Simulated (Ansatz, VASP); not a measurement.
**One calculation of GaAs, two programs**

INCAR

```
SYSTEM = GaAs
ALGO = Normal
EDIFF = 1E-6
ENCUT = 520
GGA = PS
ISIF = 2
ISMEAR = -1
LASPH = .TRUE.
LCHARG = .TRUE.
LELF = .TRUE.
LREAL = .FALSE.
LVHAR = .TRUE.
LWAVE = .FALSE.
NBANDS = 16
NELM = 60
PREC = Accurate
SIGMA = 0.05
```

Contents of KPOINTS:

```
k-points
0
G
  7 7 7
  0 0 0
```

The input POSCAR:

```
GaAs
1.0
    0.0000000000      2.7703130000      2.8268500000
    2.7703130000      0.0000000000      2.8268500000
    2.7703130000      2.7703130000      0.0000000000
As Ga
1 1
Direct
    0.7500000000      0.7500000000      0.7500000000
    0.0000000000      0.0000000000      0.0000000000
```

File input.yaml:

```yaml
crystal:
  lattice:
    - [0.0, 2.770313, 2.82685]
    - [2.770313, 0.0, 2.82685]
    - [2.770313, 2.770313, 0.0]
  atoms:
    - { symbol: As, position: [0.75, 0.75, 0.75] }
    - { symbol: Ga, position: [0.0, 0.0, 0.0] }
hamiltonian:
  xc: pbesol
  pseudopotentials: { kind: paw }
kpoints:
  mp_grid: { grid: [7, 7, 7] }
  band_path:
    path:
      - [[0.0, 0.0, 0.0], [0.0, 0.5, 0.5], [-0.2401, 0.5, 0.2599], [-0.37005, 0.37005, 0.0], [0.0, 0.0, 0.0], [0.5, 0.5, 0.0], [0.37005, 0.62995, 0.0], [0.0, 0.5, 0.0], [0.25, 0.75, 0.5], [0.5, 0.7599, 0.2599], [0.5, 0.5, 0.0]]
      - [[0.0, 0.5, 0.5], [0.25, 0.75, 0.5]]
    npoints: 14
scf:
  occupations: { method: fermi_dirac, width: 0.05 }
  n_extra_bands: 6
output:
  forces: true
  stress: true
  eigenvalues: true
  fatbands: false
```

Alike in both runs: functional PBEsol; k mesh 7 × 7 × 7; occupations fermi-dirac, width 0.05 eV; no spin polarisation.

|  | VASP | Ansatz |
| --- | --- | --- |
| version | VASP 6.6.1 | Ansatz 0.2.0 |
| potentials or method | VASP PAW PBE potentials, release 64 (As, Ga_d) | Ansatz PAW |
| plane-wave cutoff (eV) | 520 | 420 |
| valence electrons in the cell | 18 | 28 |
| task | single point | band structure |

VASP gave:

```
gap on the k mesh at the Fermi level (eV)                     : 0.72
least direct gap on the mesh (eV)                             : 0.72
pressure (GPa)                                                : 3.5
traceless stress, the component that is largest in VASP (GPa) : -0.86
```

Question: Estimate Ansatz's values.

Answer: gap on the k mesh at the Fermi level (eV): 0.70; least direct gap on the mesh (eV): 0.70; pressure (GPa): 3.3; traceless stress, the component that is largest in VASP (GPa): -0.86.

VASP's potentials were made for PBE, not for PBEsol. VASP's potentials hold 18 valence electrons a cell and Ansatz's 28, so a difference there can come from the potentials and not from the codes.
